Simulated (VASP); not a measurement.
# CaMg in VASP: a series of runs

The runs below take CaMg through single point, with LDA.

All numbers are computed with VASP 6.6.1; they aren't measurements. Logs are shortened: lines on timing, memory, paths and dates and some standing lists are left out, and cuts for length are marked.

### 1 The cell of the first run

The structure is cubic, space group Pm-3m (No. 221). Conventional cell: a = 3.955 Å, b = 3.955 Å, c = 3.955 Å, α = 90.00°, β = 90.00°, γ = 90.00°. Ca (site symmetry m-3m) has 8 Mg at 3.42 Å and 6 Ca at 3.95 Å within 4.5 Å. Mg (site symmetry m-3m) has 8 Ca at 3.42 Å and 6 Mg at 3.95 Å within 4.5 Å.

### 2 Single point, LDA

The input, INCAR:

```
  PREC = Accurate
  ENCUT = 520
  EDIFF = 1E-6
  ISMEAR = 0
  SIGMA = 0.15
  LREAL = False
  LASPH = True
  NELM = 80
  ALGO = Fast
  ISIF = 2
  LWAVE = False
  LCHARG = False
  GGA = CA
  NBANDS = 13
```

The input, KPOINTS:

```
regular mesh
0
Gamma
  12 12 12
```

The input, POSCAR:

```
CaMg
1.0
    3.9547284438      0.0000000000      0.0000000000
    0.0000000000      3.9547284438      0.0000000000
    0.0000000000      0.0000000000      3.9547284438
Ca Mg
1 1
Direct
    0.0000000000      0.0000000000      0.0000000000
    0.5000000000      0.5000000000      0.5000000000
```

Potentials or basis: VASP PAW LDA potentials, release 64 (Ca_sv, Mg).

Run with:

```console
$ cat potpaw_LDA.64/Ca_sv/POTCAR potpaw_LDA.64/Mg/POTCAR > POTCAR
$ mpirun -np 1 vasp_std > vasp.out
```

OUTCAR:

```text
PREC = Accurate
   ENCUT = 520
   EDIFF = 1E-6
   ISMEAR = 0
   LREAL = False
   LASPH = True
   NELM = 80
   ISIF = 2
   GGA = CA

 ion  position               nearest neighbor table
   1  0.000  0.000  0.000-
   2  0.500  0.500  0.500-

  LATTYP: Found a simple cubic cell.
 ALAT       =     3.9547284438

  Lattice vectors:

 A1 = (   3.9547284438,   0.0000000000,   0.0000000000)
 A2 = (   0.0000000000,   3.9547284438,   0.0000000000)
 A3 = (   0.0000000000,   0.0000000000,   3.9547284438)

Analysis of symmetry for initial positions (statically):
=====================================================================
 Subroutine PRICEL returns:
 Original cell was already a primitive cell.

 Routine SETGRP: Setting up the symmetry group for a
 simple cubic supercell.

 Subroutine GETGRP returns: Found 48 space group operations
 (whereof 48 operations were pure point group operations)
 out of a pool of 48 trial point group operations.

The static configuration has the point symmetry O_h .

Analysis of symmetry for dynamics (positions and initial velocities):
=====================================================================
 Subroutine PRICEL returns:
 Original cell was already a primitive cell.

 Routine SETGRP: Setting up the symmetry group for a
 simple cubic supercell.

 Subroutine GETGRP returns: Found 48 space group operations
 (whereof 48 operations were pure point group operations)
 out of a pool of 48 trial point group operations.

The dynamic configuration has the point symmetry O_h .

 Subroutine INISYM returns: Found 48 space group operations
 (whereof 48 operations are pure point group operations),
 and found     1 'primitive' translations

----------------------------------------------------------------------------------------

                                     Primitive cell

  volume of cell :      61.8515

  direct lattice vectors                    reciprocal lattice vectors
     3.954728444  0.000000000  0.000000000     0.252861863  0.000000000  0.000000000
     0.000000000  3.954728444  0.000000000     0.000000000  0.252861863  0.000000000
     0.000000000  0.000000000  3.954728444     0.000000000  0.000000000  0.252861863

  length of vectors
     3.954728444  3.954728444  3.954728444     0.252861863  0.252861863  0.252861863

  position of ions in fractional coordinates (direct lattice)
     0.000000000  0.000000000  0.000000000
     0.500000000  0.500000000  0.500000000

  ion indices of the primitive-cell ions
   primitive index   ion index
                 1           1
                 2           2

----------------------------------------------------------------------------------------

 KPOINTS: regular mesh

Automatic generation of k-mesh.
 Grid dimensions read from file:
 generate k-points for:   12   12   12

 Generating k-lattice:

  Cartesian coordinates                     Fractional coordinates (reciprocal lattice)
     0.021071822  0.000000000  0.000000000     0.083333333  0.000000000  0.000000000
     0.000000000  0.021071822  0.000000000     0.000000000  0.083333333  0.000000000
     0.000000000  0.000000000  0.021071822     0.000000000  0.000000000  0.083333333

  Length of vectors
     0.021071822  0.021071822  0.021071822

  Shift w.r.t. Gamma in fractional coordinates (k-lattice)
     0.000000000  0.000000000  0.000000000

 Subroutine IBZKPT returns following result:
 ===========================================

 Found     84 irreducible k-points:

 Following reciprocal coordinates:
            Coordinates               Weight
  0.000000  0.000000  0.000000      1.000000
  0.083333  0.000000  0.000000      6.000000
  0.166667  0.000000  0.000000      6.000000
  0.250000  0.000000  0.000000      6.000000
  0.333333  0.000000  0.000000      6.000000
  0.416667  0.000000  0.000000      6.000000
[... 16 lines left out ...]
  0.333333  0.333333  0.000000     12.000000
  0.416667  0.333333  0.000000     24.000000
 [... further k-points ...]
   k-points           NKPTS =     84   k-points in BZ     NKDIM =     84   number of bands    NBANDS=     13
   number of dos      NEDOS =    301   number of ions     NIONS =      2
   total plane-waves  NPLWV =  27000
   dimension x,y,z NGX =    30 NGY =   30 NGZ =   30
   dimension x,y,z NGXF=    60 NGYF=   60 NGZF=   60
   ions per type =               1   1
   NGX,Y,Z   is equivalent  to a cutoff of  12.61, 12.61, 12.61 a.u.
   NGXF,Y,Z  is equivalent  to a cutoff of  25.22, 25.22, 25.22 a.u.
 SYSTEM =  unknown system
   PREC   = accura    normal or accurate (medium, high low for compatibility)
   ISTART =      0    job   : 0-new  1-cont  2-samecut
   ICHARG =      2    charge: 1-file 2-atom 10-const
   ISPIN  =      1    spin polarized calculation?
   LNONCOLLINEAR =      F non collinear calculations
   LSORBIT =      F    spin-orbit coupling
   LASPH  =      T    aspherical Exc in radial PAW
   ENCUT  =  520.0 eV  38.22 Ry    6.18 a.u.   7.35  7.35  7.35*2*pi/ulx,y,z
   NELM   =     80;   NELMIN=  2; NELMDL= -5     # of ELM steps
   EDIFF  = 0.1E-05   stopping-criterion for ELM
   LREAL  =      F    real-space projection
   EDIFFG = 0.1E-04   stopping-criterion for IOM
   NSW    =      0    number of steps for IOM
   IBRION =     -1    ionic relax: 0-MD 1-quasi-New 2-CG
   NFREE  =      0    steps in history (QN), initial steepest desc. (CG)
   ISIF   =      2    stress and relaxation
   ISYM   =      2    0-nonsym 1-usesym 2-fastsym
   POTIM  = 0.5000    time-step for ionic-motion
   TEBEG  =    0.0;   TEEND  =   0.0 temperature during run
   PSTRESS=    0.0 pullay stress
   NELECT =      12.0000    total number of electrons
   NUPDOWN=      -1.0000    fix difference up-down
   EMIN   =  10.00;   EMAX   =-10.00  energy-range for DOS
   EFERMI =   0.00;   METHOD = LEGACY
   ISMEAR =     0;   SIGMA  =   0.15  broadening in eV -4-tet -1-fermi 0-gaus
   EFERMI_NEDOS =   21; number of points for ismear=-14 and -15
   IALGO  =     68    algorithm
   IMIX   =      4    mixing-type and parameters
     AMIX     =   0.40;   BMIX     =  1.00
     AMIX_MAG =   1.60;   BMIX_MAG =  1.00
  volume/ion in A,a.u.               =      30.93       208.70
  Fermi-wavevector in a.u.,A,eV,Ry     =   0.947731  1.790953 12.220681  0.898195
  Thomas-Fermi vector in A             =   2.075853
   LORBIT       =      0    0 simple, 1 ext, 2 COOP (PROOUT), +10 PAW based schemes
   GGA     = CA    functional components
   LHFCALC =     F    Hartree Fock is set to
   AEXX    =    0.0000 exact exchange contribution
   IVDW    =     0    specifies the selected vdW correction
   LEPSILON=     F    determine dielectric tensor
   LRPA    =     F    only Hartree local field effects (RPA)
 non-spin polarized calculation
 RMM-DIIS sequential band-by-band and
 Gauss-broadening in eV      SIGMA  =   0.15
  energy-cutoff  :      520.00
  volume of cell :       61.85
 maximum number of plane-waves:      1743
 NGX is ok and might be reduce to    30
   NGX = 15   NGY = 15   NGZ = 15

 number of electron      11.9999997 magnetization

 Free energy of the ion-electron system (eV)
  ---------------------------------------------------
  ext. energy  EPLUGINS =         0.00000000
  ---------------------------------------------------
  free energy    TOTEN  =        -4.26118178 eV

  energy without entropy =       -4.24195877  energy(sigma->0) =       -4.25157028

 E-fermi :   2.0338     XC(G=0):  -8.4131

 val. band max:        2.0301663763   @ k =   0.2500   0.1667   0.0000
 cond. band min:       2.0373090068   @ k =   0.3333   0.3333   0.1667
 fundamental gap:      0.0071426305
 Fermi energy:         2.0337766749

 k-point     1 :       0.0000    0.0000    0.0000
  band No.  band energies     occupation
      1     -39.0066      2.00000
      2     -20.2811      2.00000
      3     -20.2811      2.00000
      4     -20.2811      2.00000
      5      -3.1095      2.00000
      6       3.0036      0.00000
      7       3.0036      0.00000
      8       5.7523      0.00000
      9       5.7523      0.00000
     10       5.7523      0.00000
     11       6.0774      0.00000
     12       6.0774      0.00000
     13       6.0774      0.00000

 k-point     2 :       0.0833    0.0000    0.0000
  band No.  band energies     occupation
      1     -39.0063      2.00000
      2     -20.2861      2.00000
      3     -20.2806      2.00000
      4     -20.2806      2.00000
      5      -3.0364      2.00000
      6       2.8950      0.00000
      7       3.0420      0.00000
      8       5.4251      0.00000
      9       5.4251      0.00000
     10       5.7635      0.00000
     11       5.8723      0.00000
     12       6.4522      0.00000
     13       6.4522      0.00000

 k-point     3 :       0.1667    0.0000    0.0000
  band No.  band energies     occupation
      1     -39.0055      2.00000
      2     -20.2999      2.00000
      3     -20.2794      2.00000
      4     -20.2794      2.00000
      5      -2.8194      2.00000
      6       2.5100      0.00001
      7       3.1524      0.00000
      8       5.0334      0.00000
      9       5.0334      0.00000
     10       5.6274      0.00000
     11       5.7943      0.00000
     12       6.9903      0.00000
     13       6.9903      0.00000
[... 305 lines left out ...]
 k-point    23 :       0.3333    0.3333    0.0000
  band No.  band energies     occupation
      1     -39.0000      2.00000
      2     -20.3314      2.00000
      3     -20.3300      2.00000
      4     -20.2713      2.00000
      5      -1.0056      2.00000
      6       1.6502      1.99970
      7       1.9998      1.25159
      8       3.8072      0.00000
      9       4.7164      0.00000
     10       5.0224      0.00000
     11       6.3750      0.00000
     12       6.6554      0.00000
     13       8.2138      0.00000

 k-point    24 :       0.4167    0.3333    0.0000
  band No.  band energies     occupation
      1     -38.9992      2.00000
      2     -20.3439      2.00000
      3     -20.3291      2.00000
      4     -20.2701      2.00000
      5      -0.5428      2.00000
      6       1.1146      2.00000
      7       2.2343      0.05869
      8       3.4958      0.00000
      9       4.6786      0.00000
     10       5.0005      0.00000
     11       6.4357      0.00000
     12       6.8097      0.00000
     13       7.8331      0.00000

 [... further k-points ...]

------------------------ aborting loop because EDIFF is reached ----------------------------------------

  FORCE on cell =-STRESS in cart. coord.  units (eV):
  Direction    XX          YY          ZZ          XY          YZ          ZX
  --------------------------------------------------------------------------------------
  -------------------------------------------------------------------------------------
  Total       -0.7692787     -0.7692787     -0.7692787      0.0000000      0.0000000      0.0000000
  in kB      -19.9271074    -19.9271074    -19.9271074      0.0000000      0.0000000      0.0000000
  external PRESSURE =     -19.9271074 kB  Pullay stress =       0.0000000 kB

 VOLUME and BASIS-vectors are now :
 -----------------------------------------------------------------------------
  energy-cutoff  :      520.00
  volume of cell :       61.85
      direct lattice vectors                 reciprocal lattice vectors
     3.954728444  0.000000000  0.000000000     0.252861863  0.000000000  0.000000000
     0.000000000  3.954728444  0.000000000     0.000000000  0.252861863  0.000000000
     0.000000000  0.000000000  3.954728444     0.000000000  0.000000000  0.252861863

 POSITION                                       TOTAL-FORCE (eV/Angst)
 -----------------------------------------------------------------------------------
      0.00000      0.00000      0.00000         0.000000      0.000000      0.000000
      1.97736      1.97736      1.97736         0.000000      0.000000      0.000000
 -----------------------------------------------------------------------------------
    total drift:                                0.000000     -0.000000     -0.000000

  FREE ENERGIE OF THE ION-ELECTRON SYSTEM (eV)
  ---------------------------------------------------
  free  energy   TOTEN  =        -4.2611817841 eV

  energy  without entropy=       -4.2419587737  energy(sigma->0) =       -4.25157028
```

It took 60 s on 1 thread of Intel Xeon 6975P-C (Granite Rapids), shared host; peak memory 0.2 GiB.

Results:

```
Free energy            : -4.2612 eV
Pressure               : -2.0 GPa
Band gap on the k mesh : zero (bands 6 and 7 overlap by 1.28 eV)
```

Levels at points of the mesh, in eV from the Fermi level:
| k point | band 3 | band 4 | band 5 | band 6 | band 7 | band 8 | band 9 | band 10 |
| --- | --- | --- | --- | --- | --- | --- | --- | --- |
| (0.00, 0.00, 0.00) | -22.31 | -22.31 | -5.14 | 0.97 | 0.97 | 3.72 | 3.72 | 3.72 |
| (0.50, 0.00, 0.00) | -22.31 | -22.31 | -2.92 | -2.43 | 1.69 | 2.22 | 2.22 | 3.89 |
| (0.50, 0.50, 0.00) | -22.38 | -22.30 | -1.90 | -0.27 | -0.27 | 0.28 | 2.77 | 2.77 |
| (0.50, 0.50, 0.50) | -22.37 | -22.37 | -0.31 | -0.31 | -0.31 | 1.32 | 2.76 | 2.76 |

### 3 Single point, LDA (atoms displaced along a vibrational mode)

The input, INCAR:

```
PREC     = Accurate       # precision mode
ENCUT    = 520            # plane-wave cutoff, eV
EDIFF    = 1E-6           # SCF threshold, eV
ISMEAR   = 0              # smearing method
SIGMA    = 0.15           # smearing width, eV
LREAL    = False          # projectors in reciprocal space
LASPH    = True           # aspherical terms in the spheres
NELM     = 100            # most SCF steps
ALGO     = Fast           # electronic algorithm
ISIF     = 2              # what is computed and relaxed
LWAVE    = False          # write WAVECAR
LCHARG   = False          # write CHGCAR
NBANDS   = 13             # bands
```

KPOINTS is that of step 2.

The input, POSCAR:

```
CaMg
1.0
    3.8582716525      0.0000000000      0.0000000000
    0.0000000000      3.8582716525      0.0000000000
    0.0000000000      0.0000000000      3.8582716525
Ca Mg
1 1
Direct
    0.0042752911      0.0000000000      0.0000000000
    0.4929502113      0.5000000000      0.5000000000
```

Potentials or basis: VASP PAW LDA potentials, release 64 (Ca_sv, Mg).

Run with:

```console
$ cat potpaw_LDA.64/Ca_sv/POTCAR potpaw_LDA.64/Mg/POTCAR > POTCAR
$ mpirun -np 1 vasp_std > vasp.out
```

It took 2.1 min on 1 thread of Intel Xeon 6975P-C (Granite Rapids), shared host; peak memory 0.28 GiB.

The run converged. Its results:

| Item | Value |
| --- | --- |
| Free energy | -4.2889 eV |
| Pressure | -0.1 GPa |
| Largest force | 0.111 eV/Å |
| Band gap on the k mesh | zero (bands 6 and 7 overlap by 1.32 eV) |

Forces on the atoms (eV/Å):
```
Ca  -0.111  0.000  0.000
Mg   0.111  0.000  0.000
```

Levels at points of the mesh, in eV from the Fermi level:
| k point | band 3 | band 4 | band 5 | band 6 | band 7 | band 8 | band 9 | band 10 |
| --- | --- | --- | --- | --- | --- | --- | --- | --- |
| (0.00, 0.00, 0.00) | -22.12 | -22.12 | -5.32 | 0.93 | 0.93 | 3.93 | 3.93 | 3.93 |
| (0.50, 0.00, 0.00) | -22.11 | -22.11 | -2.96 | -2.51 | 1.72 | 2.32 | 2.32 | 4.13 |
| (0.00, 0.50, 0.00) | -22.11 | -22.11 | -2.96 | -2.51 | 1.72 | 2.32 | 2.32 | 4.13 |
| (0.50, 0.50, 0.00) | -22.21 | -22.10 | -1.96 | -0.23 | -0.23 | 0.33 | 2.89 | 2.89 |
| (0.00, 0.50, 0.50) | -22.21 | -22.10 | -1.96 | -0.23 | -0.23 | 0.32 | 2.89 | 2.89 |
| (0.50, 0.50, 0.50) | -22.19 | -22.19 | -0.39 | -0.39 | -0.39 | 1.63 | 2.96 | 2.96 |

Caveat: the cell differs from its parent crystal (atoms displaced along a vibrational mode).

### 4 Single point, LDA (atoms displaced along a vibrational mode)

Edit INCAR of step 3 so:

```diff
@@ -7,3 +7,3 @@
 LASPH    = True           # aspherical terms in the spheres
-NELM     = 100            # most SCF steps
+NELM     = 80             # most SCF steps
 ALGO     = Fast           # electronic algorithm
@@ -12,2 +12,3 @@
 LCHARG   = False          # write CHGCAR
+GGA      = CA             # functional
 NBANDS   = 13             # bands
```

KPOINTS is that of step 3.

The input, POSCAR:

```
CaMg
1.0
    3.8582716525      0.0000000000      0.0000000000
    0.0000000000      3.8582716525      0.0000000000
    0.0000000000      0.0000000000      3.8582716525
Ca Mg
1 1
Direct
    0.0085505821      0.0000000000      0.0000000000
    0.4859004225      0.5000000000      0.5000000000
```

Run with:

```console
$ cat potpaw_LDA.64/Ca_sv/POTCAR potpaw_LDA.64/Mg/POTCAR > POTCAR
$ mpirun -np 1 vasp_std > vasp.out
```

Wall time 2.3 min (1 thread of Intel Xeon 6975P-C (Granite Rapids), shared host); peak memory 0.28 GiB.

The run converged. Its results:

| Quantity | Value |
| --- | --- |
| Free energy | -4.2816 eV |
| Pressure | -0.1 GPa |
| Largest force | 0.221 eV/Å |
| Band gap on the k mesh | zero (bands 6 and 7 overlap by 1.32 eV) |

Forces on the atoms (eV/Å):
```
Ca  -0.221  0.000  0.000
Mg   0.221  0.000  0.000
```

Stress tensor (GPa, compression positive):
```
-0.11  0.00  0.00
 0.00 -0.02  0.00
 0.00  0.00 -0.02
```

Levels at points of the mesh, in eV from the Fermi level:
```csv
k point,band 4,band 5,band 6,band 7,band 8,band 9
"(0.00, 0.00, 0.00)",-22.12,-5.32,0.93,0.93,3.92,3.92
"(0.50, 0.00, 0.00)",-22.11,-2.96,-2.50,1.72,2.32,2.32
"(0.00, 0.50, 0.00)",-22.11,-2.96,-2.51,1.72,2.32,2.32
"(0.50, 0.50, 0.00)",-22.10,-1.95,-0.23,-0.23,0.33,2.88
"(0.00, 0.50, 0.50)",-22.10,-1.96,-0.23,-0.23,0.33,2.89
"(0.50, 0.50, 0.50)",-22.19,-0.39,-0.39,-0.39,1.63,2.96
```

Caveat: the cell differs from its parent crystal (atoms displaced along a vibrational mode).

### 5 Overview

| cell | gap on the mesh (eV) | pressure (GPa) | largest force (eV/Å) |
| --- | --- | --- | --- |
| a = 3.955 Å, 2 atoms, atomic positions A | none | -2.0 | - |
| a = 3.858 Å, 2 atoms, atomic positions B | none | -0.1 | 0.11 |
| a = 3.858 Å, 2 atoms, atomic positions C | none | -0.1 | 0.22 |

Alike in all rows: task single point; level LDA; potentials or basis VASP PAW LDA potentials, release 64 (Ca_sv, Mg); no spin polarisation; k mesh 12 × 12 × 12; cutoff (eV) 520; smearing gaussian 0.15 eV.

Total energies depend on the potentials used, so only differences within one code and one set of settings carry meaning.
